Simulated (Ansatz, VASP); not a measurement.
**One calculation of Ta4N3, two programs**

File POSCAR:

```
Ta4N3
1.0
   -2.2031960000      2.2031960000      4.3106130000
    2.2031960000     -2.2031960000      4.3106130000
    2.2031960000      2.2031960000     -4.3106130000
Ta N
4 3
Direct
    0.0000000000      0.5000000000      0.5000000000
    0.2638200000      0.2638200000      0.0000000000
    0.5000000000      0.0000000000      0.5000000000
    0.7361800000      0.7361800000      0.0000000000
    0.7500000000      0.2500000000      0.5000000000
    0.0000000000      0.0000000000      0.0000000000
    0.2500000000      0.7500000000      0.5000000000
```

File INCAR.step1:

```
SYSTEM = Ta4N3
ALGO = Normal ; EDIFF = 1E-4
ENCUT = 520 ; GGA = PE
ISMEAR = 0 ; LASPH = .TRUE.
LCHARG = .FALSE. ; LREAL = .FALSE.
LWAVE = .TRUE. ; NBANDS = 38
NELM = 80 ; PREC = Accurate
SIGMA = 0.1
```

INCAR.step2

```
SYSTEM = Ta4N3
ALGO = Normal ; EDIFF = 1E-6
ENCUT = 520 ; ISIF = 2
ISMEAR = 0 ; ISTART = 1
LASPH = .TRUE. ; LCHARG = .TRUE.
LELF = .TRUE. ; LMIXTAU = .TRUE.
LREAL = .FALSE. ; LVHAR = .TRUE.
LWAVE = .FALSE. ; METAGGA = R2SCAN
NBANDS = 38 ; NELM = 80
PREC = Accurate ; SIGMA = 0.1
```

Contents of KPOINTS:

```
k-points
0
G
  6 6 6
  0 0 0
```

Input for Ansatz:

```yaml
crystal:
  lattice:
    - [-2.203196, 2.203196, 4.310613]
    - [2.203196, -2.203196, 4.310613]
    - [2.203196, 2.203196, -4.310613]
  atoms:
    - { symbol: Ta, position: [0.0, 0.5, 0.5] }
    - { symbol: Ta, position: [0.26382, 0.26382, 0.0] }
    - { symbol: Ta, position: [0.5, 0.0, 0.5] }
    - { symbol: Ta, position: [0.73618, 0.73618, 0.0] }
    - { symbol: "N", position: [0.75, 0.25, 0.5] }
    - { symbol: "N", position: [0.0, 0.0, 0.0] }
    - { symbol: "N", position: [0.25, 0.75, 0.5] }
basis:
  ecutwfc: 500
kpoints:
  mp_grid: { grid: [6, 6, 6] }
hamiltonian:
  xc: r2scan
scf:
  occupations: { method: gaussian, width: 0.1 }
output:
  forces: true
  stress: true
  eigenvalues: true
```

Alike in both runs: task single point; functional r2SCAN; k mesh 6 × 6 × 6; occupations gaussian, width 0.1 eV; no spin polarisation.

|  | VASP | Ansatz |
| --- | --- | --- |
| version | VASP 6.6.1 | Ansatz 0.2.0 |
| potentials or method | VASP PAW PBE potentials, release 64 (Ta_pv, N), cutoff 520 eV | scalar-relativistic, plane waves, PAW |
| valence electrons in the cell | 59 | 67 |

VASP gave:

* gap on the k mesh at the Fermi level (eV): none
* pressure (GPa): -4.0
* traceless stress, the component that is largest in VASP (GPa): 0.50
* rms of the force components (eV/Å): 0.111

Task: What did Ansatz give for the same quantities?

Result: gap on the k mesh at the Fermi level (eV): none; pressure (GPa): -5.4; traceless stress, the component that is largest in VASP (GPa): 0.49; rms of the force components (eV/Å): 0.094.

VASP's potentials were made for PBE, not for r2SCAN. Atom by atom the forces differ by 0.017 eV/Å (rms over components). A gap of «none» marks a metal or a gap that the smearing closes. With one functional, cell and mesh, what is left measures potentials, basis and numerics. VASP's potentials hold 59 valence electrons a cell and Ansatz's 67, so a difference there can come from the potentials and not from the codes.

Neither program's run includes spin-orbit coupling.
